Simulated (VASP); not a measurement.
# NbAsC (P4/nmm) in VASP: notebook

Runs on NbAsC. Level: r2SCAN. Tasks: single point.

Program: VASP 6.6.1. These are calculated values, not measurements. Logs are shortened: lines on timing, memory, paths and dates and some standing lists are left out, and cuts for length are marked.

## (1) The cell of the first run

It takes space group P4/nmm (No. 129, tetragonal). Conventional cell: a = 3.364 Å, b = 3.364 Å, c = 7.100 Å, α = 90.00°, β = 90.00°, γ = 90.00°. Within 3.0 Å of C (site symmetry -4m2) lie 4 Nb at 2.26 Å and 4 C at 2.38 Å. Within 3.5 Å of As (site symmetry 4mm) lie 5 Nb at 2.69 to 2.82 Å and 8 As at 2.85 to 3.36 Å and 4 C at 3.23 Å. Within 3.0 Å of Nb (site symmetry 4mm) lie 4 C at 2.26 Å and 5 As at 2.69 to 2.82 Å.

## (2) Single point, r2SCAN

The input, POSCAR:

```
NbAsC
1.0
    3.3638283246      0.0000000000      0.0000000000
    0.0000000000      3.3638283246      0.0000000000
    0.0000000000      0.0000000000      7.1003715748
C As Nb
2 2 2
Direct
    0.0000000000      0.0000000000      0.0000000000
    0.5000000000      0.5000000000      0.0000000000
    0.5000000000      0.0000000000      0.6108470080
    0.0000000000      0.5000000000      0.3891529920
    0.5000000000      0.0000000000      0.2135888198
    0.0000000000      0.5000000000      0.7864111802
```

The input, INCAR.step1:

```
SYSTEM = NbAsC
PREC     = Accurate       ! precision mode
ENCUT    = 520            ! plane-wave cutoff, eV
ISMEAR   = -1             ! smearing method
SIGMA    = 0.1            ! smearing width, eV
LREAL    = .FALSE.        ! projectors in reciprocal space
LASPH    = .TRUE.         ! aspherical terms in the spheres
NELM     = 60             ! most SCF steps
NBANDS   = 31             ! bands
GGA      = PE             ! functional
ALGO     = Normal         ! electronic algorithm
EDIFF    = 1E-4           ! SCF threshold, eV
LWAVE    = .TRUE.         ! write WAVECAR
LCHARG   = .FALSE.        ! write CHGCAR
```

The input, INCAR.step2:

```
SYSTEM = NbAsC
PREC     = Accurate       ! precision mode
ENCUT    = 520            ! plane-wave cutoff, eV
EDIFF    = 1E-6           ! SCF threshold, eV
ISMEAR   = -1             ! smearing method
SIGMA    = 0.1            ! smearing width, eV
LREAL    = .FALSE.        ! projectors in reciprocal space
LASPH    = .TRUE.         ! aspherical terms in the spheres
NELM     = 60             ! most SCF steps
ALGO     = Normal         ! electronic algorithm
ISIF     = 2              ! what is computed and relaxed
LWAVE    = .FALSE.        ! write WAVECAR
LCHARG   = .TRUE.         ! write CHGCAR
METAGGA  = R2SCAN         ! meta-GGA
LMIXTAU  = .TRUE.       
LELF     = .TRUE.         ! ELF
LVHAR    = .TRUE.       
NBANDS   = 31             ! bands
ISTART   = 1
```

The input, KPOINTS:

```
Automatic mesh
0
G
  9 9 4
  0 0 0
```

Potentials or basis: VASP PAW PBE potentials, release 64 (C, As, Nb_sv).

On the command line:

```
cat potpaw_PBE.64/C/POTCAR potpaw_PBE.64/As/POTCAR potpaw_PBE.64/Nb_sv/POTCAR > POTCAR
cp INCAR.step1 INCAR
mpirun -np 1 vasp_std > vasp.out
cp INCAR.step2 INCAR
mpirun -np 1 vasp_std > vasp.out
```

OUTCAR:

```text
SYSTEM = NbAsC
   PREC = Accurate
   ENCUT = 520
   EDIFF = 1E-6
   ISMEAR = -1
   LREAL = .FALSE.
   LASPH = .TRUE.
   NELM = 60
   ISIF = 2
   METAGGA = R2SCAN
   ISTART = 1

 ion  position               nearest neighbor table
   1  0.000  0.000  0.000-   5 2.26   6 2.26   6 2.26   5 2.26
   2  0.500  0.500  0.000-   5 2.26   6 2.26   5 2.26   6 2.26
   3  0.500  0.000  0.611-   6 2.69   6 2.69   6 2.69   6 2.69   5 2.82   4 2.85   4 2.85   4 2.85
                             4 2.85
   4  0.000  0.500  0.389-   5 2.69   5 2.69   5 2.69   5 2.69   6 2.82   3 2.85   3 2.85   3 2.85
                             3 2.85
   5  0.500  0.000  0.214-   1 2.26   2 2.26   2 2.26   1 2.26   4 2.69   4 2.69   4 2.69   4 2.69
                             3 2.82
   6  0.000  0.500  0.786-   1 2.26   2 2.26   1 2.26   2 2.26   3 2.69   3 2.69   3 2.69   3 2.69
                             4 2.82

  LATTYP: Found a simple tetragonal cell.
 ALAT       =     3.3638283246
 C/A-ratio  =     2.1108008167

  Lattice vectors:

 A1 = (   3.3638283246,   0.0000000000,   0.0000000000)
 A2 = (   0.0000000000,   3.3638283246,   0.0000000000)
 A3 = (   0.0000000000,   0.0000000000,   7.1003715748)

Analysis of symmetry for initial positions (statically):
=====================================================================
 Subroutine PRICEL returns:
 Original cell was already a primitive cell.

 Routine SETGRP: Setting up the symmetry group for a
 simple tetragonal supercell.

 Subroutine GETGRP returns: Found 16 space group operations
 (whereof  8 operations were pure point group operations)
 out of a pool of 16 trial point group operations.

The static configuration has the point symmetry D_2d.
 The point group associated with its full space group is D_4h.

Analysis of symmetry for dynamics (positions and initial velocities):
=====================================================================
 Subroutine PRICEL returns:
 Original cell was already a primitive cell.

 Routine SETGRP: Setting up the symmetry group for a
 simple tetragonal supercell.

 Subroutine GETGRP returns: Found 16 space group operations
 (whereof  8 operations were pure point group operations)
 out of a pool of 16 trial point group operations.

The dynamic configuration has the point symmetry D_2d.
 The point group associated with its full space group is D_4h.

 Subroutine INISYM returns: Found 16 space group operations
 (whereof  8 operations are pure point group operations),
 and found     1 'primitive' translations

----------------------------------------------------------------------------------------

                                     Primitive cell

  volume of cell :      80.3431

  direct lattice vectors                    reciprocal lattice vectors
     3.363828325  0.000000000  0.000000000     0.297280332  0.000000000  0.000000000
     0.000000000  3.363828325  0.000000000     0.000000000  0.297280332  0.000000000
     0.000000000  0.000000000  7.100371575     0.000000000  0.000000000  0.140837700

  length of vectors
     3.363828325  3.363828325  7.100371575     0.297280332  0.297280332  0.140837700

  position of ions in fractional coordinates (direct lattice)
     0.000000000  0.000000000  0.000000000
     0.500000000  0.500000000  0.000000000
     0.500000000  0.000000000  0.610847008
     0.000000000  0.500000000  0.389152992
     0.500000000  0.000000000  0.213588820
     0.000000000  0.500000000  0.786411180

  ion indices of the primitive-cell ions
   primitive index   ion index
                 1           1
                 2           2
                 3           3
                 4           4
                 5           5
                 6           6

----------------------------------------------------------------------------------------

 KPOINTS: Automatic mesh

Automatic generation of k-mesh.
 Grid dimensions read from file:
 generate k-points for:    9    9    4

 Generating k-lattice:

  Cartesian coordinates                     Fractional coordinates (reciprocal lattice)
     0.033031148  0.000000000  0.000000000     0.111111111  0.000000000  0.000000000
     0.000000000  0.033031148  0.000000000     0.000000000  0.111111111  0.000000000
     0.000000000  0.000000000  0.035209425     0.000000000  0.000000000  0.250000000

  Length of vectors
     0.033031148  0.033031148  0.035209425

  Shift w.r.t. Gamma in fractional coordinates (k-lattice)
     0.000000000  0.000000000  0.000000000

 Subroutine IBZKPT returns following result:
 ===========================================

 Found     45 irreducible k-points:

 Following reciprocal coordinates:
            Coordinates               Weight
  0.000000  0.000000  0.000000      1.000000
  0.111111  0.000000  0.000000      4.000000
  0.222222  0.000000  0.000000      4.000000
  0.333333  0.000000  0.000000      4.000000
  0.444444  0.000000  0.000000      4.000000
  0.111111  0.111111  0.000000      4.000000
[... 16 lines left out ...]
  0.333333  0.111111  0.250000     16.000000
  0.444444  0.111111  0.250000     16.000000
 [... further k-points ...]
   k-points           NKPTS =     45   k-points in BZ     NKDIM =     45   number of bands    NBANDS=     31
   number of dos      NEDOS =    301   number of ions     NIONS =      6
   total plane-waves  NPLWV =  42336
   dimension x,y,z NGX =    28 NGY =   28 NGZ =   54
   dimension x,y,z NGXF=    56 NGYF=   56 NGZF=  108
   ions per type =               2   2   2
   NGX,Y,Z   is equivalent  to a cutoff of  13.84, 13.84, 12.64 a.u.
   NGXF,Y,Z  is equivalent  to a cutoff of  27.68, 27.68, 25.29 a.u.
 SYSTEM =  NbAsC
   PREC   = accura    normal or accurate (medium, high low for compatibility)
   ISTART =      1    job   : 0-new  1-cont  2-samecut
   ICHARG =      0    charge: 1-file 2-atom 10-const
   ISPIN  =      1    spin polarized calculation?
   LNONCOLLINEAR =      F non collinear calculations
   LSORBIT =      F    spin-orbit coupling
   LASPH  =      T    aspherical Exc in radial PAW
   ENCUT  =  520.0 eV  38.22 Ry    6.18 a.u.   6.25  6.25 13.20*2*pi/ulx,y,z
   NELM   =     60;   NELMIN=  2; NELMDL=  0     # of ELM steps
   EDIFF  = 0.1E-05   stopping-criterion for ELM
   LREAL  =      F    real-space projection
   EDIFFG = 0.1E-04   stopping-criterion for IOM
   NSW    =      0    number of steps for IOM
   IBRION =     -1    ionic relax: 0-MD 1-quasi-New 2-CG
   NFREE  =      0    steps in history (QN), initial steepest desc. (CG)
   ISIF   =      2    stress and relaxation
   ISYM   =      2    0-nonsym 1-usesym 2-fastsym
   POTIM  = 0.5000    time-step for ionic-motion
   TEBEG  =    0.0;   TEEND  =   0.0 temperature during run
   PSTRESS=    0.0 pullay stress
   NELECT =      44.0000    total number of electrons
   NUPDOWN=      -1.0000    fix difference up-down
   EMIN   =  10.00;   EMAX   =-10.00  energy-range for DOS
   EFERMI =   0.00;   METHOD = LEGACY
   ISMEAR =    -1;   SIGMA  =   0.10  broadening in eV -4-tet -1-fermi 0-gaus
   EFERMI_NEDOS =   21; number of points for ismear=-14 and -15
   IALGO  =     38    algorithm
   IMIX   =      4    mixing-type and parameters
     AMIX     =   0.40;   BMIX     =  1.00
     AMIX_MAG =   1.60;   BMIX_MAG =  1.00
  volume/ion in A,a.u.               =      13.39        90.36
  Fermi-wavevector in a.u.,A,eV,Ry     =   1.339397  2.531094 24.408657  1.793986
  Thomas-Fermi vector in A             =   2.467792
   LORBIT       =      0    0 simple, 1 ext, 2 COOP (PROOUT), +10 PAW based schemes
   METAGGA = R2SCAN    functional components
   LHFCALC =     F    Hartree Fock is set to
   AEXX    =    0.0000 exact exchange contribution
   IVDW    =     0    specifies the selected vdW correction
   LEPSILON=     F    determine dielectric tensor
   LRPA    =     F    only Hartree local field effects (RPA)
 non-spin polarized calculation
  energy-cutoff  :      520.00
  volume of cell :       80.34
 maximum number of plane-waves:      2184
 NGX is ok and might be reduce to    28
   NGX = 13   NGY = 13   NGZ = 27

 number of electron      44.0000001 magnetization

 Free energy of the ion-electron system (eV)
  ---------------------------------------------------
  ext. energy  EPLUGINS =         0.00000000
  ---------------------------------------------------
  free energy    TOTEN  =       -97.89877440 eV

  energy without entropy =      -97.82809801  energy(sigma->0) =      -97.86343620

 E-fermi :   9.8641     XC(G=0): -13.0073

 val. band max:        9.8513221931   @ k =   0.0000   0.0000   0.2500
 cond. band min:       9.8679842870   @ k =   0.3333   0.0000   0.5000
 fundamental gap:      0.0166620940
 Fermi energy:         9.8641172762

 k-point     1 :       0.0000    0.0000    0.0000
  band No.  band energies     occupation
      1     -47.2218      2.00000
      2     -47.2144      2.00000
      3     -22.7133      2.00000
      4     -22.5736      2.00000
      5     -22.5372      2.00000
      6     -22.5372      2.00000
[... 23 lines left out ...]
     30      14.7007      0.00000
     31      15.1677      0.00000

 k-point     2 :       0.1111    0.0000    0.0000
  band No.  band energies     occupation
      1     -47.2195      2.00000
      2     -47.2125      2.00000
      3     -22.7051      2.00000
      4     -22.5800      2.00000
      5     -22.5617      2.00000
      6     -22.5448      2.00000
[... 23 lines left out ...]
     30      14.8454      0.00000
     31      15.4607      0.00000

 k-point     3 :       0.2222    0.0000    0.0000
  band No.  band energies     occupation
      1     -47.2135      2.00000
      2     -47.2078      2.00000
      3     -22.6884      2.00000
      4     -22.6518      2.00000
      5     -22.6208      2.00000
      6     -22.5684      2.00000
[... 23 lines left out ...]
     30      15.2978      0.00000
     31      15.6677      0.00000

 k-point     4 :       0.3333    0.0000    0.0000
  band No.  band energies     occupation
      1     -47.2064      2.00000
      2     -47.2027      2.00000
      3     -22.7396      2.00000
      4     -22.7342      2.00000
      5     -22.6366      2.00000
      6     -22.5727      2.00000
[... 635 lines left out ...]
     30      14.7046      0.00000
     31      14.8300      0.00000

 k-point    23 :       0.3333    0.1111    0.2500
  band No.  band energies     occupation
      1     -47.2041      2.00000
      2     -47.2008      2.00000
      3     -22.7359      2.00000
      4     -22.7316      2.00000
      5     -22.6248      2.00000
      6     -22.5740      2.00000
[... 23 lines left out ...]
     30      14.1884      0.00000
     31      14.6219      0.00000

 k-point    24 :       0.4444    0.1111    0.2500
  band No.  band energies     occupation
      1     -47.1990      2.00000
      2     -47.1979      2.00000
      3     -22.7912      2.00000
      4     -22.7891      2.00000
      5     -22.6008      2.00000
      6     -22.5822      2.00000
[... 23 lines left out ...]
     30      14.0054      0.00000
     31      14.8652      0.00000

 [... further k-points ...]
[... 5 lines left out ...]
  --------------------------------------------------------------------------------------
  -------------------------------------------------------------------------------------
  Total       -0.0349618     -0.0349618     -0.0460874      0.0000000     -0.0000000      0.0000000
  in kB       -0.6971963     -0.6971963     -0.9190606      0.0000000     -0.0000000      0.0000000
  external PRESSURE =      -0.7711511 kB  Pullay stress =       0.0000000 kB

 VOLUME and BASIS-vectors are now :
 -----------------------------------------------------------------------------
  energy-cutoff  :      520.00
  volume of cell :       80.34
      direct lattice vectors                 reciprocal lattice vectors
     3.363828325  0.000000000  0.000000000     0.297280332  0.000000000  0.000000000
     0.000000000  3.363828325  0.000000000     0.000000000  0.297280332  0.000000000
     0.000000000  0.000000000  7.100371575     0.000000000  0.000000000  0.140837700

 POSITION                                       TOTAL-FORCE (eV/Angst)
 -----------------------------------------------------------------------------------
      0.00000      0.00000      0.00000         0.000000      0.000000      0.000000
      1.68191      1.68191      0.00000         0.000000     -0.000000      0.000000
      1.68191      0.00000      4.33724         0.000000      0.000000      0.010753
      0.00000      1.68191      2.76313        -0.000000      0.000000     -0.010753
      1.68191      0.00000      1.51656         0.000000      0.000000      0.000580
      0.00000      1.68191      5.58381        -0.000000     -0.000000     -0.000580
 -----------------------------------------------------------------------------------
    total drift:                                0.000000      0.000000      0.000000

  FREE ENERGIE OF THE ION-ELECTRON SYSTEM (eV)
  ---------------------------------------------------
  free  energy   TOTEN  =       -97.8987743952 eV

  energy  without entropy=      -97.8280980070  energy(sigma->0) =      -97.86343620
```

Wall time 6.6 min (1 thread of AMD EPYC 7R13 (Zen 3), shared host); peak memory 0.24 GiB.

What came out:

```yaml
Free_energy: -97.8988 eV
Pressure: -0.1 GPa
Largest_force: 0.011 eV/Å
Band_gap_on_the_k_mesh: zero (band 22 reaches 10.61 eV, above the bottom of band 23 at 9.28 eV)
```

Forces in eV/Å, atoms in the order of the input:
```
C    0.000  0.000  0.000
C    0.000  0.000  0.000
As   0.000  0.000  0.011
As   0.000  0.000 -0.011
Nb   0.000  0.000  0.001
Nb   0.000  0.000 -0.001
```

Levels at points of the mesh, in eV from the Fermi level:
```
           k point  band 20  band 21  band 22  band 23  band 24  band 25
(0.00, 0.00, 0.00)    -0.87    -0.73    -0.73     0.25     1.24     1.52
(0.00, 0.00, 0.50)    -0.51     0.18     0.75     0.98     0.98     1.29
```

Caveat: the PAW data sets were made with another functional, which shifts forces and pressure a little.

## (3) Single point, r2SCAN

This run uses another cell than the first one, of 13.95 Å³/atom, 1.042 times its volume.

The input, POSCAR:

```
NbAsC
1.0
    3.3408260000      0.0000000000      0.0000000000
    0.0000000000      3.3408260000      0.0000000000
    0.0000000000      0.0000000000      7.5018200000
C As Nb
2 2 2
Direct
    0.0000000000      0.0000000000      0.0000000000
    0.5000000000      0.5000000000      0.0000000000
    0.5000000000      0.0000000000      0.6090000000
    0.0000000000      0.5000000000      0.3910000000
    0.5000000000      0.0000000000      0.2560000000
    0.0000000000      0.5000000000      0.7440000000
```

The input, INCAR.step1:

```
SYSTEM = NbAsC
PREC = Accurate
ENCUT = 520
ISMEAR = -1
SIGMA = 0.1
LREAL = .False.
LASPH = .True.
NELM = 60
NBANDS = 31
GGA = PE
ALGO = Normal
EDIFF = 1E-4
LWAVE = .True.
LCHARG = .False.
```

The input, INCAR.step2:

```
SYSTEM = NbAsC
PREC = Accurate
ENCUT = 520
EDIFF = 1E-7
ISMEAR = -1
SIGMA = 0.1
LREAL = .False.
LASPH = .True.
NELM = 60
ALGO = Normal
ISIF = 2
LWAVE = .False.
LCHARG = .False.
METAGGA = R2SCAN
LMIXTAU = .True.
NBANDS = 31
ISTART = 1
```

The input, KPOINTS:

```
Automatic mesh
0
Gamma
  10 10 5
  0 0 0
```

Potentials or basis: VASP PAW PBE potentials, release 64 (C, As, Nb_sv).

On the command line:

```
cat potpaw_PBE.64/C/POTCAR potpaw_PBE.64/As/POTCAR potpaw_PBE.64/Nb_sv/POTCAR > POTCAR
cp INCAR.step1 INCAR
mpirun -np 1 vasp_std > vasp.out
cp INCAR.step2 INCAR
mpirun -np 1 vasp_std > vasp.out
```

Wall time 9.2 min (1 thread of Intel Xeon Platinum 8259CL at 2.50GHz (Skylake/Cascade Lake), shared host); peak memory 0.31 GiB.

Results (log left out):

```
Free energy            : -95.9809 eV
Pressure               : -4.5 GPa
Largest force          : 5.565 eV/Å
Band gap on the k mesh : zero (band 22 reaches 9.74 eV, above the bottom of band 23 at 9.19 eV)
```

Forces on the atoms (eV/Å):
```
C    0.000  0.000  0.000
C    0.000  0.000  0.000
As   0.000  0.000 -0.291
As   0.000  0.000  0.291
Nb   0.000  0.000 -5.565
Nb   0.000  0.000  5.565
```

Stress tensor (GPa, compression positive):
```
 -0.23   0.00   0.00
  0.00  -0.23   0.00
  0.00   0.00 -13.11
```

Levels at points of the mesh, in eV from the Fermi level:
```csv
k point,band 19,band 20,band 21,band 22,band 23,band 24,band 25,band 26
"(0.00, 0.00, 0.00)",-2.31,-1.67,-0.28,-0.28,0.02,0.98,1.12,1.32
"(0.50, 0.00, 0.00)",-2.17,-2.17,-1.04,-1.04,0.85,0.85,1.95,1.95
"(0.50, 0.50, 0.00)",-3.31,-3.31,-2.16,-2.16,2.79,2.79,3.20,3.20
```

Caveat: the PAW data sets were made with another functional, which shifts forces and pressure a little.
